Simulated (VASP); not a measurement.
# SrTiO3 (I4/mcm) in VASP: further runs

Runs on SrTiO3. Level: PBE. Tasks: single point.

All numbers are computed with VASP 6.6.1; they aren't measurements. Logs are shortened: lines on timing, memory, paths and dates and some standing lists are left out, and cuts for length are marked.

### 1 The cell of the first run

It takes space group I4/mcm (No. 140, tetragonal). Conventional cell: a = 5.474 Å, b = 5.474 Å, c = 7.744 Å, α = 90.00°, β = 90.00°, γ = 90.00°. Within 3.5 Å of Sr (site symmetry -42m) lie 12 O at 2.62 to 2.86 Å and 8 Ti at 3.35 Å. Within 2.6 Å of Ti (site symmetry 4/m) lie 6 O at 1.94 Å. Within 2.6 Å of O (site symmetry 422) lie 2 Ti at 1.94 Å. Within 2.9 Å of O (site symmetry m2m) lie 2 Ti at 1.94 Å and 4 Sr at 2.62 to 2.86 Å and 8 O at 2.74 to 2.75 Å.

### 2 Single point, PBE (11.60 Å³/atom)

Contents of INCAR:

```
SYSTEM = SrTiO3
PREC = Accurate
ENCUT = 600
EDIFF = 1E-6
ISMEAR = -1
SIGMA = 0.02
LREAL = .FALSE.
LASPH = .TRUE.
NELM = 120
ALGO = Normal
ISIF = 2
LWAVE = .FALSE.
LCHARG = .TRUE.
GGA = PE
LELF = .TRUE.
LVHAR = .TRUE.
NBANDS = 51
GGA_COMPAT = .FALSE.
```

Contents of KPOINTS:

```
Automatic mesh
0
G
  8 8 8
  0 0 0
```

Contents of POSCAR:

```
SrTiO3
1.0
   -2.7370061542      2.7370061542      3.8718381379
    2.7370061542     -2.7370061542      3.8718381379
    2.7370061542      2.7370061542     -3.8718381379
Sr Ti O
2 2 6
Direct
    0.7500000000      0.2500000000      0.5000000000
    0.2500000000      0.7500000000      0.5000000000
    0.0000000000      0.0000000000      0.0000000000
    0.5000000000      0.5000000000      0.0000000000
    0.2500000000      0.2500000000      0.0000000000
    0.7500000000      0.7500000000      0.0000000000
    0.7283236544      0.2283236544      0.9566473088
    0.2283236544      0.2716763456      0.5000000000
    0.2716763456      0.7716763456      0.0433526912
    0.7716763456      0.7283236544      0.5000000000
```

Potentials or basis: VASP PAW PBE potentials, release 64 (Sr_sv, Ti_sv, O).

Started as:

```
$ cat potpaw_PBE.64/Sr_sv/POTCAR potpaw_PBE.64/Ti_sv/POTCAR potpaw_PBE.64/O/POTCAR > POTCAR
$ mpirun -np 1 vasp_std > vasp.out
```

OUTCAR:

```text
SYSTEM = SrTiO3
   PREC = Accurate
   ENCUT = 600
   EDIFF = 1E-6
   ISMEAR = -1
   LREAL = .FALSE.
   LASPH = .TRUE.
   NELM = 120
   ISIF = 2
   GGA = PE

 ion  position               nearest neighbor table
   1  0.750  0.250  0.500-   7 2.62   8 2.62   9 2.62  10 2.62   5 2.74   6 2.74   6 2.74   5 2.74
                             9 2.86   7 2.86   8 2.86  10 2.86   4 3.35   3 3.35   4 3.35   3 3.35
   2  0.250  0.750  0.500-   7 2.62   8 2.62   9 2.62  10 2.62   5 2.74   6 2.74   5 2.74   6 2.74
                             7 2.86  10 2.86   8 2.86   9 2.86   4 3.35   3 3.35   4 3.35   3 3.35
   3  0.000  0.000  0.000-   5 1.94   6 1.94   7 1.94   8 1.94   9 1.94  10 1.94   1 3.35   1 3.35
                             2 3.35   2 3.35   1 3.35   2 3.35   1 3.35   2 3.35
   4  0.500  0.500  0.000-   5 1.94   6 1.94   7 1.94   9 1.94  10 1.94   8 1.94   1 3.35   1 3.35
                             2 3.35   2 3.35   2 3.35   1 3.35   2 3.35   1 3.35
   5  0.250  0.250  0.000-   3 1.94   4 1.94   1 2.74   2 2.74   2 2.74   1 2.74
   6  0.750  0.750  0.000-   3 1.94   4 1.94   1 2.74   2 2.74   1 2.74   2 2.74
   7  0.728  0.228  0.957-   3 1.94   4 1.94   1 2.62   2 2.62   2 2.86   1 2.86
   8  0.228  0.272  0.500-   4 1.94   3 1.94   1 2.62   2 2.62   1 2.86   2 2.86
   9  0.272  0.772  0.043-   3 1.94   4 1.94   1 2.62   2 2.62   1 2.86   2 2.86
  10  0.772  0.728  0.500-   3 1.94   4 1.94   1 2.62   2 2.62   1 2.86   2 2.86

  LATTYP: Found a body centered tetragonal cell.
 ALAT       =     5.4740123084
 C/A-ratio  =     1.4146252949

  Lattice vectors:

 A1 = (  -2.7370061542,   2.7370061542,   3.8718381379)
 A2 = (   2.7370061542,  -2.7370061542,   3.8718381379)
 A3 = (   2.7370061542,   2.7370061542,  -3.8718381379)

Analysis of symmetry for initial positions (statically):
=====================================================================
 Subroutine PRICEL returns:
 Original cell was already a primitive cell.

 Routine SETGRP: Setting up the symmetry group for a
 body centered tetragonal supercell.

 Subroutine GETGRP returns: Found 16 space group operations
 (whereof  8 operations were pure point group operations)
 out of a pool of 16 trial point group operations.

The static configuration has the point symmetry C_4h.
 The point group associated with its full space group is D_4h.

Analysis of symmetry for dynamics (positions and initial velocities):
=====================================================================
 Subroutine PRICEL returns:
 Original cell was already a primitive cell.

 Routine SETGRP: Setting up the symmetry group for a
 body centered tetragonal supercell.

 Subroutine GETGRP returns: Found 16 space group operations
 (whereof  8 operations were pure point group operations)
 out of a pool of 16 trial point group operations.

The dynamic configuration has the point symmetry C_4h.
 The point group associated with its full space group is D_4h.

 Subroutine INISYM returns: Found 16 space group operations
 (whereof  8 operations are pure point group operations),
 and found     1 'primitive' translations

----------------------------------------------------------------------------------------

                                     Primitive cell

  volume of cell :     116.0189

  direct lattice vectors                    reciprocal lattice vectors
    -2.737006154  2.737006154  3.871838138     0.000000000  0.182681358  0.129137630
     2.737006154 -2.737006154  3.871838138     0.182681358  0.000000000  0.129137630
     2.737006154  2.737006154 -3.871838138     0.182681358  0.182681358  0.000000000

  length of vectors
     5.474809215  5.474809215  5.474809215     0.223716351  0.223716351  0.258350454

  position of ions in fractional coordinates (direct lattice)
     0.750000000  0.250000000  0.500000000
     0.250000000  0.750000000  0.500000000
     0.000000000  0.000000000  0.000000000
     0.500000000  0.500000000  0.000000000
     0.250000000  0.250000000  0.000000000
     0.750000000  0.750000000  0.000000000
     0.728323654  0.228323654  0.956647309
     0.228323654  0.271676346  0.500000000
     0.271676346  0.771676346  0.043352691
     0.771676346  0.728323654  0.500000000

  ion indices of the primitive-cell ions
   primitive index   ion index
                 1           1
                 2           2
                 3           3
                 4           4
                 5           5
                 6           6
                 7           7
                 8           8
                 9           9
                10          10

----------------------------------------------------------------------------------------

 KPOINTS: Automatic mesh

Automatic generation of k-mesh.
 Grid dimensions read from file:
 generate k-points for:    8    8    8

 Generating k-lattice:

  Cartesian coordinates                     Fractional coordinates (reciprocal lattice)
     0.000000000  0.022835170  0.016142204     0.125000000  0.000000000  0.000000000
     0.022835170  0.000000000  0.016142204     0.000000000  0.125000000  0.000000000
     0.022835170  0.022835170  0.000000000     0.000000000  0.000000000  0.125000000

  Length of vectors
     0.027964544  0.027964544  0.032293807

  Shift w.r.t. Gamma in fractional coordinates (k-lattice)
     0.000000000  0.000000000  0.000000000

 Subroutine IBZKPT returns following result:
 ===========================================

 Found     59 irreducible k-points:

 Following reciprocal coordinates:
            Coordinates               Weight
  0.000000  0.000000  0.000000      1.000000
  0.125000 -0.000000  0.000000      8.000000
  0.250000 -0.000000  0.000000      8.000000
  0.375000  0.000000  0.000000      8.000000
  0.500000 -0.000000  0.000000      4.000000
  0.125000  0.125000  0.000000      8.000000
[... 16 lines left out ...]
  0.250000  0.125000  0.125000     16.000000
  0.375000  0.125000  0.125000      8.000000
 [... further k-points ...]
   k-points           NKPTS =     59   k-points in BZ     NKDIM =     59   number of bands    NBANDS=     51
   number of dos      NEDOS =    301   number of ions     NIONS =     10
   total plane-waves  NPLWV = 110592
   dimension x,y,z NGX =    48 NGY =   48 NGZ =   48
   dimension x,y,z NGXF=    96 NGYF=   96 NGZF=   96
   ions per type =               2   2   6
   NGX,Y,Z   is equivalent  to a cutoff of  14.58, 14.58, 14.58 a.u.
   NGXF,Y,Z  is equivalent  to a cutoff of  29.15, 29.15, 29.15 a.u.
 SYSTEM =  SrTiO3
   PREC   = accura    normal or accurate (medium, high low for compatibility)
   ISTART =      0    job   : 0-new  1-cont  2-samecut
   ICHARG =      2    charge: 1-file 2-atom 10-const
   ISPIN  =      1    spin polarized calculation?
   LNONCOLLINEAR =      F non collinear calculations
   LSORBIT =      F    spin-orbit coupling
   LASPH  =      T    aspherical Exc in radial PAW
   ENCUT  =  600.0 eV  44.10 Ry    6.64 a.u.  10.93 10.93 10.93*2*pi/ulx,y,z
   NELM   =    120;   NELMIN=  2; NELMDL= -5     # of ELM steps
   EDIFF  = 0.1E-05   stopping-criterion for ELM
   LREAL  =      F    real-space projection
   EDIFFG = 0.1E-04   stopping-criterion for IOM
   NSW    =      0    number of steps for IOM
   IBRION =     -1    ionic relax: 0-MD 1-quasi-New 2-CG
   NFREE  =      0    steps in history (QN), initial steepest desc. (CG)
   ISIF   =      2    stress and relaxation
   ISYM   =      2    0-nonsym 1-usesym 2-fastsym
   POTIM  = 0.5000    time-step for ionic-motion
   TEBEG  =    0.0;   TEEND  =   0.0 temperature during run
   PSTRESS=    0.0 pullay stress
   NELECT =      80.0000    total number of electrons
   NUPDOWN=      -1.0000    fix difference up-down
   EMIN   =  10.00;   EMAX   =-10.00  energy-range for DOS
   EFERMI =   0.00;   METHOD = LEGACY
   ISMEAR =    -1;   SIGMA  =   0.02  broadening in eV -4-tet -1-fermi 0-gaus
   EFERMI_NEDOS =   21; number of points for ismear=-14 and -15
   IALGO  =     38    algorithm
   IMIX   =      4    mixing-type and parameters
     AMIX     =   0.40;   BMIX     =  1.00
     AMIX_MAG =   1.60;   BMIX_MAG =  1.00
  volume/ion in A,a.u.               =      11.60        78.29
  Fermi-wavevector in a.u.,A,eV,Ry     =   1.446312  2.733133 28.460908  2.091818
  Thomas-Fermi vector in A             =   2.564395
   LORBIT       =      0    0 simple, 1 ext, 2 COOP (PROOUT), +10 PAW based schemes
   GGA     = PE    functional components
   LHFCALC =     F    Hartree Fock is set to
   AEXX    =    0.0000 exact exchange contribution
   IVDW    =     0    specifies the selected vdW correction
   LEPSILON=     F    determine dielectric tensor
   LRPA    =     F    only Hartree local field effects (RPA)
 non-spin polarized calculation
  energy-cutoff  :      600.00
  volume of cell :      116.02
 maximum number of plane-waves:      3895
 NGX is ok and might be reduce to    48
   NGX = 21   NGY = 21   NGZ = 21

 number of electron      79.9999999 magnetization

 Free energy of the ion-electron system (eV)
  ---------------------------------------------------
  ext. energy  EPLUGINS =         0.00000000
  ---------------------------------------------------
  free energy    TOTEN  =       -80.03533928 eV

  energy without entropy =      -80.03533928  energy(sigma->0) =      -80.03533928

 E-fermi :   4.7488     XC(G=0): -11.4099

 val. band max:        4.2853736343   @ k =  -0.1250   0.1250   0.0000
 cond. band min:       6.2801240700   @ k =   0.0000   0.0000   0.0000
 fundamental gap:      1.9947504357
 Fermi energy:         4.7488320858

 k-point     1 :       0.0000    0.0000    0.0000
  band No.  band energies     occupation
      1     -52.0319      2.00000
      2     -52.0266      2.00000
      3     -28.3701      2.00000
      4     -28.3607      2.00000
      5     -28.3607      2.00000
      6     -28.2961      2.00000
[... 43 lines left out ...]
     50      10.0936      0.00000
     51      10.8900      0.00000
[... 1240 lines left out ...]
     50      11.6719      0.00000
     51      12.1029      0.00000

 [... further k-points ...]

------------------------ aborting loop because EDIFF is reached ----------------------------------------

  FORCE on cell =-STRESS in cart. coord.  units (eV):
  Direction    XX          YY          ZZ          XY          YZ          ZX
  --------------------------------------------------------------------------------------
  -------------------------------------------------------------------------------------
  Total        6.7353254      6.7353254      7.6950842      0.0000000      0.0000000      0.0000000
  in kB       93.0123108     93.0123108    106.2662186      0.0000000      0.0000000      0.0000000
  external PRESSURE =      97.4302801 kB  Pullay stress =       0.0000000 kB

 VOLUME and BASIS-vectors are now :
 -----------------------------------------------------------------------------
  energy-cutoff  :      600.00
  volume of cell :      116.02
      direct lattice vectors                 reciprocal lattice vectors
    -2.737006154  2.737006154  3.871838138     0.000000000  0.182681358  0.129137630
     2.737006154 -2.737006154  3.871838138     0.182681358  0.000000000  0.129137630
     2.737006154  2.737006154 -3.871838138     0.182681358  0.182681358  0.000000000

 POSITION                                       TOTAL-FORCE (eV/Angst)
 -----------------------------------------------------------------------------------
     -0.00000      2.73701      1.93592        -0.000000      0.000000      0.000000
      2.73701     -0.00000      1.93592        -0.000000      0.000000      0.000000
      0.00000      0.00000      0.00000        -0.000000      0.000000      0.000000
      0.00000      0.00000      3.87184        -0.000000     -0.000000      0.000000
      0.00000      0.00000      1.93592        -0.000000      0.000000      0.000000
      0.00000      0.00000      5.80776        -0.000000     -0.000000      0.000000
      1.24985      3.98685      0.00000        -0.012383     -0.012383      0.000000
      1.48716      1.24985      0.00000         0.012383     -0.012383     -0.000000
      1.48716     -1.24985      3.87184         0.012383      0.012383     -0.000000
      1.24985      1.48716      3.87184        -0.012383      0.012383      0.000000
 -----------------------------------------------------------------------------------
    total drift:                               -0.000000      0.000000     -0.000000

  FREE ENERGIE OF THE ION-ELECTRON SYSTEM (eV)
  ---------------------------------------------------
  free  energy   TOTEN  =       -80.0353392751 eV

  energy  without entropy=      -80.0353392751  energy(sigma->0) =      -80.03533928
```

Wall time 23 min (1 thread of Intel Xeon 8259CL, shared host); peak memory 0.57 GiB.

What came out:

```yaml
Free_energy: -80.0353 eV
Pressure: 9.7 GPa
Largest_force: 0.018 eV/Å
Band_gap_on_the_k_mesh: 1.99 eV
```

Forces on the atoms (eV/Å):
```
Sr   0.000  0.000  0.000
Sr   0.000  0.000  0.000
Ti   0.000  0.000  0.000
Ti   0.000  0.000  0.000
O    0.000  0.000  0.000
O    0.000  0.000  0.000
O   -0.012 -0.012  0.000
O    0.012 -0.012  0.000
O    0.012  0.012  0.000
O   -0.012  0.012  0.000
```

Stress tensor (GPa, compression positive):
```
 9.30  0.00  0.00
 0.00  9.30  0.00
 0.00  0.00 10.63
```

Caveat: the cell stands under pressure. A k mesh can miss the band edges.

(Part 1 of 2 ends here.)
